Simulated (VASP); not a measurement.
# Ru (P6_3/mmc) in VASP: settings compared, part 2 of 2

VASP 6.6.1. Earlier steps stand in the parts before.

## Step 4: Relaxation of cell and atoms, PBEsol+D3(BJ)

This run uses another cell than the first one, of 13.57 Å³/atom.

Contents of INCAR:

```
SYSTEM = Ru
PREC     = Accurate       ! precision mode
ENCUT    = 600            ! plane-wave cutoff, eV
EDIFF    = 1E-6           ! SCF threshold, eV
ISMEAR   = -1             ! smearing method
SIGMA    = 0.05           ! smearing width, eV
LREAL    = .False.        ! projectors in reciprocal space
LASPH    = .True.         ! aspherical terms in the spheres
NELM     = 100            ! most SCF steps
ALGO     = Normal         ! electronic algorithm
ISIF     = 3              ! what is computed and relaxed
LWAVE    = .False.        ! write WAVECAR
LCHARG   = .False.        ! write CHGCAR
GGA      = PS             ! functional
IVDW     = 12             ! dispersion correction
IBRION   = 2              ! ionic algorithm
NSW      = 60             ! ionic steps
EDIFFG   = -0.01          ! ionic threshold
```

Contents of KPOINTS:

```
regular mesh
0
Gamma
  11 11 6
  0 0 0
```

Contents of POSCAR:

```
Ru
1.0
    2.7058000000      0.0000000000      0.0000000000
   -1.3529000000      2.3432915376      0.0000000000
    0.0000000000      0.0000000000      4.2819000000
Ru
2
Direct
    0.6666666667      0.3333333333      0.7500000000
    0.3333333333      0.6666666667      0.2500000000
```

Potentials or basis: VASP PAW PBE potentials, release 64 (Ru_pv).

Run with:

```console
$ cat potpaw_PBE.64/Ru_pv/POTCAR > POTCAR
$ mpirun -np 1 vasp_std > vasp.out
```

Wall time 1.8 min (1 thread of Intel Xeon Platinum 8488C (Sapphire Rapids), shared host); peak memory 0.2 GiB.

The run converged. Its results:

* Free energy: -21.5636 eV
* Relaxed volume: 13.04 Å³/atom
* Relaxed cell: a = 2.670 Å, b = 2.670 Å, c = 4.227 Å, α = 90.00°, β = 90.00°, γ = 120.00°
* Space group after relaxing (to 0.1 Å): P6_3/mmc (No. 194)
* Energy gained by relaxing: 23.0 meV/atom
* Ionic steps: 13
* Pressure after relaxing: 0.0 GPa
* Band gap on the k mesh: zero (bands 14 and 15 overlap by 3.27 eV)
* Dispersion energy per atom: -0.619 eV

Stress tensor (GPa, compression positive):
```
-0.03  0.00  0.00
 0.00 -0.03  0.00
 0.00  0.00  0.06
```

The path:
```
step  energy change (eV)  largest force (eV/Å)  pressure (GPa)  volume (Å³)
   1              0.0000                0.0000          -13.35        27.15
   2              0.5166                0.0000           64.65        22.94
   3             -0.0458                0.0000           -0.80        26.15
   4             -0.0459                0.0000           -0.12        26.10
   5             -0.0459                0.0000            0.15        26.08
   6             -0.0459                0.0000           -0.55        26.12
   7             -0.0460                0.0000           -0.10        26.10
   8             -0.0460                0.0000           -0.14        26.10
   9             -0.0460                0.0000           -0.27        26.11
  10             -0.0460                0.0000           -0.22        26.10
  11             -0.0460                0.0000           -0.19        26.10
  12             -0.0460                0.0000            0.48        26.06
  13             -0.0460                0.0000            0.00        26.09
```

Final structure:
```xyz
2
Lattice="2.6695 0.0000 0.0000 -1.3348 2.3119 0.0000 0.0000 0.0000 4.2273" Properties=species:S:1:pos:R:3 pbc="T T T"
Ru    1.3348    0.7706    3.1705
Ru    0.0000    1.5413    1.0568
```

Levels at points of the mesh, in eV from the Fermi level:
```tsv
k point	band 11	band 12	band 13	band 14	band 15	band 16	band 17	band 18
(0.00, 0.00, 0.00)	-2.51	-1.97	-1.97	-1.40	-1.40	1.34	1.34	1.35
(0.00, 0.00, 0.50)	-2.87	-2.87	-2.80	-2.80	0.67	0.67	0.67	0.67
```

Caveat: the PAW data sets were made with another functional, which shifts forces and pressure a little.

## Step 5: Relaxation of cell and atoms, revPBE+D4

This run uses another cell than the first one, of 13.57 Å³/atom.

Contents of INCAR:

```
SYSTEM = Ru
  PREC = Accurate
  ENCUT = 600
  EDIFF = 1E-6
  ISMEAR = -1
  SIGMA = 0.05
  LREAL = .FALSE.
  LASPH = .TRUE.
  NELM = 100
  ALGO = Normal
  ISIF = 3
  LWAVE = .FALSE.
  LCHARG = .FALSE.
  GGA = RE
  IVDW = 13
  IBRION = 2
  NSW = 60
  EDIFFG = -0.01
```

Contents of KPOINTS:

```
Automatic mesh
0
G
  11 11 6
  0 0 0
```

POSCAR is that of step 4.

Potentials or basis: VASP PAW PBE potentials, release 64 (Ru_pv).

Run with:

```console
$ cat potpaw_PBE.64/Ru_pv/POTCAR > POTCAR
$ mpirun -np 1 vasp_std > vasp.out
```

OUTCAR:

```text
SYSTEM = Ru
   PREC = Accurate
   ENCUT = 600
   EDIFF = 1E-6
   ISMEAR = -1
   LREAL = .FALSE.
   LASPH = .TRUE.
   NELM = 100
   ISIF = 3
   GGA = RE
   IVDW = 13
   IBRION = 2
   NSW = 60
   EDIFFG = -0.01

 ion  position               nearest neighbor table
   1  0.667  0.333  0.750-   2 2.65   2 2.65   2 2.65   2 2.65   2 2.65   2 2.65
   2  0.333  0.667  0.250-   1 2.65   1 2.65   1 2.65   1 2.65   1 2.65   1 2.65

  LATTYP: Found a hexagonal cell.
 ALAT       =     2.7058000000
 C/A-ratio  =     1.5824894671

  Lattice vectors:

 A1 = (   2.7058000000,   0.0000000000,   0.0000000000)
 A2 = (  -1.3529000000,   2.3432915376,   0.0000000000)
 A3 = (   0.0000000000,   0.0000000000,   4.2819000000)

Analysis of symmetry for initial positions (statically):
=====================================================================
 Subroutine PRICEL returns:
 Original cell was already a primitive cell.

 Routine SETGRP: Setting up the symmetry group for a
 hexagonal supercell.

 Subroutine GETGRP returns: Found 24 space group operations
 (whereof 12 operations were pure point group operations)
 out of a pool of 24 trial point group operations.

The static configuration has the point symmetry D_3d.
 The point group associated with its full space group is D_6h.

Analysis of symmetry for dynamics (positions and initial velocities):
=====================================================================
 Subroutine PRICEL returns:
 Original cell was already a primitive cell.

 Routine SETGRP: Setting up the symmetry group for a
 hexagonal supercell.

 Subroutine GETGRP returns: Found 24 space group operations
 (whereof 12 operations were pure point group operations)
 out of a pool of 24 trial point group operations.

The dynamic configuration has the point symmetry D_3d.
 The point group associated with its full space group is D_6h.

 Subroutine INISYM returns: Found 24 space group operations
 (whereof 12 operations are pure point group operations),
 and found     1 'primitive' translations

----------------------------------------------------------------------------------------

                                     Primitive cell
[... 97 lines left out ...]
   ISIF   =      3    stress and relaxation
   ISYM   =      2    0-nonsym 1-usesym 2-fastsym
   POTIM  = 0.5000    time-step for ionic-motion
   TEBEG  =    0.0;   TEEND  =   0.0 temperature during run
   PSTRESS=    0.0 pullay stress
   NELECT =      28.0000    total number of electrons
   NUPDOWN=      -1.0000    fix difference up-down
   EMIN   =  10.00;   EMAX   =-10.00  energy-range for DOS
   EFERMI =   0.00;   METHOD = LEGACY
   ISMEAR =    -1;   SIGMA  =   0.05  broadening in eV -4-tet -1-fermi 0-gaus
   EFERMI_NEDOS =   21; number of points for ismear=-14 and -15
   IALGO  =     38    algorithm
   IMIX   =      4    mixing-type and parameters
     AMIX     =   0.40;   BMIX     =  1.00
     AMIX_MAG =   1.60;   BMIX_MAG =  1.00
  volume/ion in A,a.u.               =      13.57        91.61
  Fermi-wavevector in a.u.,A,eV,Ry     =   1.654022  3.125649 37.222674  2.735789
  Thomas-Fermi vector in A             =   2.742361
   LORBIT       =      0    0 simple, 1 ext, 2 COOP (PROOUT), +10 PAW based schemes
   GGA     = RE    functional components
   LHFCALC =     F    Hartree Fock is set to
   AEXX    =    0.0000 exact exchange contribution
   IVDW    =    13    specifies the selected vdW correction
   LEPSILON=     F    determine dielectric tensor
   LRPA    =     F    only Hartree local field effects (RPA)
 conjugate gradient relaxation of ions
 non-spin polarized calculation
  energy-cutoff  :      600.00
  volume of cell :       27.15
 maximum number of plane-waves:       935
 NGX is ok and might be reduce to    24
   NGX = 11   NGY = 11   NGZ = 17

--------------------------------------- Ionic step        1  -------------------------------------------

 number of electron      28.0000002 magnetization

 Free energy of the ion-electron system (eV)
  ---------------------------------------------------
  ext. energy  EPLUGINS =         0.00000000
  ---------------------------------------------------
  free energy    TOTEN  =       -17.43119200 eV

  energy without entropy =      -17.41440266  energy(sigma->0) =      -17.42279733

------------------------ aborting loop because EDIFF is reached ----------------------------------------

  DFT-D4 for vdW energy calculation

  Edisp (eV):   -1.71055
[... 71 lines left out ...]
--------------------------------------- Ionic step        3  -------------------------------------------

 number of electron      28.0000000 magnetization

 Free energy of the ion-electron system (eV)
  ---------------------------------------------------
  ext. energy  EPLUGINS =         0.00000000
  ---------------------------------------------------
  free energy    TOTEN  =       -17.42077460 eV

  energy without entropy =      -17.40416022  energy(sigma->0) =      -17.41246741

 E-fermi :  12.9577     XC(G=0): -14.1113

 val. band max:       12.9374812316   @ k =   0.2727   0.0000   0.0000
 cond. band min:      12.9732268079   @ k =   0.2727   0.1818   0.1667
 fundamental gap:      0.0357455763
 Fermi energy:        12.9576570905

 k-point     1 :       0.0000    0.0000    0.0000
  band No.  band energies     occupation
      1     -30.6536      2.00000
      2     -29.6999      2.00000
      3     -29.6999      2.00000
      4     -29.5261      2.00000
      5     -29.5261      2.00000
      6     -29.4840      2.00000
[... 481 lines left out ...]
      5     -29.6203      2.00000
      6     -29.5862      2.00000
[... 10 lines left out ...]
     17      14.5429      0.00000
     18      18.7149      0.00000

 [... further k-points ...]

------------------------ aborting loop because EDIFF is reached ----------------------------------------

  DFT-D4 for vdW energy calculation

  Edisp (eV):   -1.72234
[... 25 lines left out ...]
  FREE ENERGIE OF THE ION-ELECTRON SYSTEM (eV)
  ---------------------------------------------------
  free  energy   TOTEN  =       -19.1431130860 eV

  energy  without entropy=      -19.1264987081  energy(sigma->0) =      -19.13480590

 reached required accuracy - stopping structural energy minimisation
```

Run time: 43 s. Hardware: 1 thread of Intel Xeon Platinum 8488C (Sapphire Rapids), shared host; peak memory 0.18 GiB.

Results:

```yaml
Free_energy: -19.1431 eV
Relaxed_volume: 13.48 Å³/atom
Relaxed_cell: a = 2.699 Å, b = 2.699 Å, c = 4.272 Å, α = 90.00°, β = 90.00°, γ = 120.00°
Space_group_after_relaxing_to_0.1_Å: P6_3/mmc (No. 194)
Energy_gained_by_relaxing: 0.7 meV/atom
Ionic_steps: 3
Pressure_after_relaxing: 0.0 GPa
Band_gap_on_the_k_mesh: zero (bands 14 and 15 overlap by 3.09 eV)
Dispersion_energy_per_atom: -0.861 eV
```

Step by step:
```tsv
step	energy change (eV)	largest force (eV/Å)	pressure (GPa)	volume (Å³)
1	0.0000	0.0000	-2.25	27.15
2	0.0108	0.0000	7.21	26.41
3	-0.0014	0.0000	-0.02	26.96
```

Final structure:
```yaml
crystal:
  lattice:
    - [2.69948, 0.00000, 0.00000]
    - [-1.34974, 2.33782, 0.00000]
    - [0.00000, 0.00000, 4.27203]
  atoms:
    - { symbol: Ru, position: [0.66667, 0.33333, 0.75000] }
    - { symbol: Ru, position: [0.33333, 0.66667, 0.25000] }
```

Caveat: the PAW data sets were made with another functional, which shifts forces and pressure a little.

## Step 6: The runs side by side

| task | level | potentials or basis | cell | cutoff (eV) | gap on the mesh (eV) | pressure (GPa) | relaxed volume (Å³/atom) |
| --- | --- | --- | --- | --- | --- | --- | --- |
| single point | r2SCAN+D3(BJ) | VASP PAW PBE potentials, release 64 (Ru_sv) | a = 2.688, b = 2.688, c = 4.253 Å, angles 90.0, 90.0, 120.0°, 2 atoms | 660 | none | 1.5 | - |
| single point | r2SCAN+D3(BJ) | VASP PAW PBE potentials, release 64 (Ru_sv) | a = 2.759, b = 2.759, c = 4.366 Å, angles 90.0, 90.0, 120.0°, 2 atoms | 660 | none | -21.6 | - |
| relaxation of cell and atoms | PBEsol+D3(BJ) | VASP PAW PBE potentials, release 64 (Ru_pv) | relaxed from a = 2.706, b = 2.706, c = 4.282 Å, angles 90.0, 90.0, 120.0°, 2 atoms | 600 | none | 0.0 | 13.04 |
| relaxation of cell and atoms | revPBE+D4 | VASP PAW PBE potentials, release 64 (Ru_pv) | relaxed from a = 2.706, b = 2.706, c = 4.282 Å, angles 90.0, 90.0, 120.0°, 2 atoms | 600 | none | 0.0 | 13.48 |

Alike in all rows: no spin polarisation; k mesh 11 × 11 × 6; smearing fermi-dirac 0.05 eV.

Caveats: the PAW data sets were made with another functional, which shifts forces and pressure a little; the cell stands under tension (at least some runs).

Absolute energies hang on the potentials; compare differences alone.
